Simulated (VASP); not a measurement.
A run of VASP 6.6.1 is set up as follows.

Contents of INCAR:

```
SYSTEM = GeW
PREC     = Accurate       ! precision mode
ENCUT    = 520            ! plane-wave cutoff, eV
EDIFF    = 1E-6           ! SCF threshold, eV
ISMEAR   = -1             ! smearing method
SIGMA    = 0.05           ! smearing width, eV
LREAL    = .FALSE.        ! projectors in reciprocal space
LASPH    = .TRUE.         ! aspherical terms in the spheres
NELM     = 100            ! most SCF steps
ALGO     = Normal         ! electronic algorithm
ISIF     = 2              ! what is computed and relaxed
LWAVE    = .FALSE.        ! write WAVECAR
LCHARG   = .FALSE.        ! write CHGCAR
GGA      = PE             ! functional
NBANDS   = 21             ! bands
```

File KPOINTS:

```
Automatic mesh
0
G
  16 16 14
  0 0 0
```

POSCAR

```
GeW
1.0
    2.3526945368      0.0000000000      0.0000000000
   -1.1763472684      2.0374932362      0.0000000000
    0.0000000000      0.0000000000      3.4541628101
W Ge
1 1
Direct
    0.0000000000      0.0000000000      0.0000000000
    0.3333333333      0.6666666667      0.5000000000
```

Potentials or basis: VASP PAW PBE potentials, release 64 (W_sv, Ge_d).

Run with:

```sh
$ cat potpaw_PBE.64/W_sv/POTCAR potpaw_PBE.64/Ge_d/POTCAR > POTCAR
$ mpirun -np 1 vasp_std > vasp.out
```

Task: What does it give for the band gap on the k mesh?

Result: Zero (band 14 reaches 23.47 eV, above the bottom of band 15 at 19.26 eV).

Task: Estimate the pressure.

Result: 535.2 GPa.

Stress tensor (GPa, compression positive):
```
535.55   0.00   0.00
  0.00 535.55   0.00
  0.00   0.00 534.37
```

Caveat: spin-orbit coupling is left out, which moves the levels of the heavy elements.
